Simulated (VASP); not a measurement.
# Li3In (Imm2) in VASP: relaxation of the atoms with LDA

Aim: the relaxation of the atoms of Li3In with LDA.

Program: VASP 6.6.1. These are calculated values, not measurements. Logs are shortened: lines on timing, memory, paths and dates and some standing lists are left out, and cuts for length are marked.

**1. The cell of the first run**

The structure is orthorhombic, space group Imm2 (No. 44). Conventional cell: a = 4.658 Å, b = 4.658 Å, c = 6.587 Å, α = 90.00°, β = 90.00°, γ = 90.00°. Within 3.8 Å of Li (site symmetry mm2) lie 10 Li at 2.85 to 3.32 Å and 4 In at 2.85 Å. Within 3.7 Å of Li (site symmetry mm2) lie 10 Li at 2.84 to 3.32 Å and 4 In at 2.84 to 2.87 Å. Within 3.7 Å of Li (site symmetry mm2) lie 8 Li at 2.84 to 2.87 Å and 6 In at 3.29 Å. Within 3.7 Å of In (site symmetry mm2) lie 14 Li at 2.84 to 3.29 Å.

**2. Relaxation of the atoms, LDA**

Input file INCAR:

```
PREC = Accurate
ENCUT = 650
EDIFF = 1E-7
ISMEAR = 1
SIGMA = 0.1
LREAL = False
LASPH = True
NELM = 120
ALGO = Normal
ISIF = 2
LWAVE = False
LCHARG = False
IBRION = 2
NSW = 80
EDIFFG = -0.02
GGA_COMPAT = False
NELMIN = 4
```

Input file KPOINTS:

```
regular mesh
0
Gamma
  4 4 4
```

Input file POSCAR:

```
Li3In
1.0
    0.0000000000      3.2934690000      3.2934690000
    3.2934690000      0.0000000000      3.2934690000
    3.2934690000      3.2934690000      0.0000000000
Li In
3 1
Direct
    0.2500000000      0.2500000000      0.2500000000
    0.7545540000      0.7545540000      0.7454460000
    0.5000000000      0.5000000000      0.5000000000
    0.0000000000      0.0000000000      0.0000000000
```

Potentials or basis: VASP PAW LDA potentials, release 64 (Li_sv, In_d).

Run with:

```
> cat potpaw_LDA.64/Li_sv/POTCAR potpaw_LDA.64/In_d/POTCAR > POTCAR
> mpirun -np 1 vasp_std > vasp.out
```

OUTCAR:

```text
PREC = Accurate
   ENCUT = 650
   EDIFF = 1E-7
   ISMEAR = 1
   LREAL = False
   LASPH = True
   NELM = 120
   ISIF = 2
   IBRION = 2
   NSW = 80
   EDIFFG = -0.02
   NELMIN = 4

 ion  position               nearest neighbor table
   1  0.250  0.250  0.250-   4 2.85   4 2.85   4 2.85   4 2.85
   2  0.755  0.755  0.745-   4 2.84   4 2.84   4 2.87   4 2.87
   3  0.500  0.500  0.500-   4 3.29   4 3.29   4 3.29   4 3.29   4 3.29   4 3.29
   4  0.000  0.000  0.000-   2 2.84   2 2.84   1 2.85   1 2.85   1 2.85   1 2.85   2 2.87   2 2.87
                             3 3.29   3 3.29   3 3.29   3 3.29   3 3.29   3 3.29

  LATTYP: Found a face centered cubic cell.
 ALAT       =     6.5869380000

  Lattice vectors:

 A1 = (   0.0000000000,   3.2934690000,   3.2934690000)
 A2 = (   3.2934690000,   0.0000000000,   3.2934690000)
 A3 = (   3.2934690000,   3.2934690000,   0.0000000000)

Analysis of symmetry for initial positions (statically):
=====================================================================
 Subroutine PRICEL returns:
 Original cell was already a primitive cell.

 Routine SETGRP: Setting up the symmetry group for a
 face centered cubic supercell.

 Subroutine GETGRP returns: Found  4 space group operations
 (whereof  4 operations were pure point group operations)
 out of a pool of 48 trial point group operations.

The static configuration has the point symmetry C_2v.

Analysis of symmetry for dynamics (positions and initial velocities):
=====================================================================
 Subroutine PRICEL returns:
 Original cell was already a primitive cell.

 Routine SETGRP: Setting up the symmetry group for a
 face centered cubic supercell.

 Subroutine GETGRP returns: Found  4 space group operations
 (whereof  4 operations were pure point group operations)
 out of a pool of 48 trial point group operations.

The dynamic configuration has the point symmetry C_2v.

 Subroutine INISYM returns: Found  4 space group operations
 (whereof  4 operations are pure point group operations),
 and found     1 'primitive' translations

----------------------------------------------------------------------------------------

                                     Primitive cell

  volume of cell :      71.4481

  direct lattice vectors                    reciprocal lattice vectors
     0.000000000  3.293469000  3.293469000    -0.151815608  0.151815608  0.151815608
     3.293469000  0.000000000  3.293469000     0.151815608 -0.151815608  0.151815608
[... 79 lines left out ...]
   LASPH  =      T    aspherical Exc in radial PAW
   ENCUT  =  650.0 eV  47.77 Ry    6.91 a.u.   9.68  9.68  9.68*2*pi/ulx,y,z
   NELM   =    120;   NELMIN=  4; NELMDL= -5     # of ELM steps
   EDIFF  = 0.1E-06   stopping-criterion for ELM
   LREAL  =      F    real-space projection
   EDIFFG = -.2E-01   stopping-criterion for IOM
   NSW    =     80    number of steps for IOM
   IBRION =      2    ionic relax: 0-MD 1-quasi-New 2-CG
   NFREE  =      1    steps in history (QN), initial steepest desc. (CG)
   ISIF   =      2    stress and relaxation
   ISYM   =      2    0-nonsym 1-usesym 2-fastsym
   POTIM  = 0.5000    time-step for ionic-motion
   TEBEG  =    0.0;   TEEND  =   0.0 temperature during run
   PSTRESS=    0.0 pullay stress
   NELECT =      22.0000    total number of electrons
   NUPDOWN=      -1.0000    fix difference up-down
   EMIN   =  10.00;   EMAX   =-10.00  energy-range for DOS
   EFERMI =   0.00;   METHOD = LEGACY
   ISMEAR =     1;   SIGMA  =   0.10  broadening in eV -4-tet -1-fermi 0-gaus
   EFERMI_NEDOS =   21; number of points for ismear=-14 and -15
   IALGO  =     38    algorithm
   IMIX   =      4    mixing-type and parameters
     AMIX     =   0.40;   BMIX     =  1.00
     AMIX_MAG =   1.60;   BMIX_MAG =  1.00
  volume/ion in A,a.u.               =      17.86       120.54
  Fermi-wavevector in a.u.,A,eV,Ry     =   1.105483  2.089060 16.627586  1.222093
  Thomas-Fermi vector in A             =   2.241971
   LORBIT       =      0    0 simple, 1 ext, 2 COOP (PROOUT), +10 PAW based schemes
   GGA     = CA    functional components
   LHFCALC =     F    Hartree Fock is set to
   AEXX    =    0.0000 exact exchange contribution
   IVDW    =     0    specifies the selected vdW correction
   LEPSILON=     F    determine dielectric tensor
   LRPA    =     F    only Hartree local field effects (RPA)
 conjugate gradient relaxation of ions
 non-spin polarized calculation
 Methfessel and Paxton  Order N= 1 SIGMA  =   0.10
  energy-cutoff  :      650.00
  volume of cell :       71.45
 maximum number of plane-waves:      2733
 NGX is ok and might be reduce to    40
   NGX = 19   NGY = 19   NGZ = 19

--------------------------------------- Ionic step        1  -------------------------------------------

 number of electron      22.0000000 magnetization

 Free energy of the ion-electron system (eV)
  ---------------------------------------------------
  ext. energy  EPLUGINS =         0.00000000
  ---------------------------------------------------
  free energy    TOTEN  =       -10.52018657 eV

  energy without entropy =      -10.51213358  energy(sigma->0) =      -10.51750224

------------------------ aborting loop because EDIFF is reached ----------------------------------------

  FORCE on cell =-STRESS in cart. coord.  units (eV):
  Direction    XX          YY          ZZ          XY          YZ          ZX
  --------------------------------------------------------------------------------------
  -------------------------------------------------------------------------------------
  Total       -0.8525461     -0.8525461     -0.8580797      0.0496693      0.0000000      0.0000000
  in kB      -19.1177916    -19.1177916    -19.2418786      1.1138014      0.0000000      0.0000000
  external PRESSURE =     -19.1591539 kB  Pullay stress =       0.0000000 kB
[... 101 lines left out ...]
--------------------------------------- Ionic step        4  -------------------------------------------

 number of electron      21.9999997 magnetization

 Free energy of the ion-electron system (eV)
  ---------------------------------------------------
  ext. energy  EPLUGINS =         0.00000000
  ---------------------------------------------------
  free energy    TOTEN  =       -10.52111076 eV

  energy without entropy =      -10.51300011  energy(sigma->0) =      -10.51840721

 E-fermi :   3.2301     XC(G=0):  -8.8553

 val. band max:        3.2062292735   @ k =   0.2500   0.2500  -0.2500
 cond. band min:       3.4476606486   @ k =   0.0000   0.2500   0.2500
 fundamental gap:      0.2414313751
 Fermi energy:         3.2300874317

 k-point     1 :       0.0000    0.0000    0.0000
  band No.  band energies     occupation
      1     -42.0198      2.00000
      2     -41.6336      2.00000
      3     -41.6252      2.00000
      4     -10.7429      2.00000
      5     -10.7427      2.00000
      6     -10.7425      2.00000
      7     -10.7029      2.00000
      8     -10.7028      2.00000
      9      -3.2305      2.00000
     10       5.5504      0.00000
     11       5.5555      0.00000
     12       5.5604      0.00000
     13       6.9449      0.00000
     14       6.9449      0.00000
[... 336 lines left out ...]
  FREE ENERGIE OF THE ION-ELECTRON SYSTEM (eV)
  ---------------------------------------------------
  free  energy   TOTEN  =       -10.5211107602 eV

  energy  without entropy=      -10.5130001074  energy(sigma->0) =      -10.51840721

 reached required accuracy - stopping structural energy minimisation
```

OSZICAR:

```text
N       E                     dE             d eps       ncg     rms          rms(c)
DAV:   1     0.141933717394E+03    0.14193E+03   -0.12164E+04   540   0.190E+03
DAV:   2     0.640274348840E+01   -0.13553E+03   -0.13341E+03   568   0.390E+02
DAV:   3    -0.912474510038E+01   -0.15527E+02   -0.15402E+02  1038   0.905E+01
DAV:   4    -0.105331156134E+02   -0.14084E+01   -0.14075E+01   789   0.305E+01
[... 25 lines left out ...]
DAV:   1    -0.105208460864E+02    0.20215E-03   -0.14824E-01   540   0.348E+00    0.437E-02
DAV:   2    -0.105211078034E+02   -0.26172E-03   -0.26604E-03   730   0.644E-01    0.127E-02
DAV:   3    -0.105211113748E+02   -0.35715E-05   -0.49775E-05   884   0.609E-02    0.129E-02
DAV:   4    -0.105211107819E+02    0.59289E-06   -0.24337E-06   748   0.143E-02    0.341E-03
DAV:   5    -0.105211107602E+02    0.21786E-07   -0.20402E-07   593   0.347E-03
   4 F= -.10521111E+02 E0= -.10518407E+02  d E =-.924186E-03
```

Wall time 27 s (1 thread of Intel Xeon 6975P-C (Granite Rapids), shared host); peak memory 0.2 GiB.

Results:

- Free energy: -10.5211 eV
- Energy gained by relaxing: 0.2 meV/atom
- Ionic steps: 4
- Pressure after relaxing: -1.9 GPa
- Largest force after relaxing: 0.020 eV/Å
- Band gap on the k mesh: zero (bands 11 and 12 overlap by 3.53 eV)

Forces on the atoms (eV/Å):
```
Li   0.000  0.000  0.020
Li   0.000  0.000 -0.007
Li   0.000  0.000  0.003
In   0.000  0.000 -0.015
```

Step by step:
| step | energy change (eV) | largest force (eV/Å) | pressure (GPa) |
| --- | --- | --- | --- |
| 1 | 0.0000 | 0.0689 | -1.92 |
| 2 | -0.0003 | 0.0575 | -1.91 |
| 3 | -0.0009 | 0.0233 | -1.91 |
| 4 | -0.0009 | 0.0196 | -1.92 |

Final structure:
```
Li In
1.0
     0.00000    3.29347    3.29347
     3.29347    0.00000    3.29347
     3.29347    3.29347    0.00000
Li In
3 1
Direct
  0.25015 0.25015 0.24985
  0.75183 0.75183 0.74817
  0.50088 0.50088 0.49912
  0.00169 0.00169 0.99831
```

Caveat: the k points lie up to 0.41 Å⁻¹ apart, too coarse for converged energies and pressures of a metal; spin-orbit coupling is left out, which moves the levels of the heavy elements.
